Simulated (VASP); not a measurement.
Set up this calculation in VASP 6.6.1, as the native input.

- Task: single point
- Functional: PBEsol
- Potentials or basis: VASP PAW PBE potentials, release 64 (Nb_sv, P)
- Cutoff: 520 eV
- k mesh: 11 × 11 × 11
- Occupations: fermi-dirac, width 0.05 eV
- Spin: no spin polarisation
- Dipole correction: no
- Further INCAR settings: ALGO = Normal; EDIFF = 1e-06; NBANDS = 26

The structure of NbP lies in POSCAR:

```
NbP
1.0
   -1.7077732268      1.7077732268      5.8526878982
    1.7077732268     -1.7077732268      5.8526878982
    1.7077732268      1.7077732268     -5.8526878982
Nb P
2 2
Direct
    0.2498808000      0.7498808000      0.5000000000
    0.4998808000      0.4998808000      0.0000000000
    0.8327477700      0.3327477700      0.5000000000
    0.0827477700      0.0827477700      0.0000000000
```

This cell differs from its parent crystal: volume scaled by 1.06.

One way to write it, as run:

INCAR

```
ALGO = Normal
EDIFF = 1E-6
ENCUT = 520
GGA = PS
ISIF = 2
ISMEAR = -1
LASPH = T
LCHARG = T
LELF = T
LREAL = F
LVHAR = T
LWAVE = F
NBANDS = 26
NELM = 80
PREC = Accurate
SIGMA = 0.05
```

KPOINTS

```
k-points
0
Gamma
  11 11 11
```

Potentials or basis: VASP PAW PBE potentials, release 64 (Nb_sv, P).

Run with:

```bash
$ cat potpaw_PBE.64/Nb_sv/POTCAR potpaw_PBE.64/P/POTCAR > POTCAR
$ mpirun -np 1 vasp_std > vasp.out
```

Results of the run:

```
Pressure               : -15.6 GPa
Band gap on the k mesh : zero (filled and empty bands overlap)
```

Caveat: the PAW data sets were made with another functional, which shifts forces and pressure a little.

It took 7.1 min on 1 thread of Intel(R) Xeon(R) Platinum 8488C (Sapphire Rapids), with other jobs on the host, peak memory 0.44 GiB.
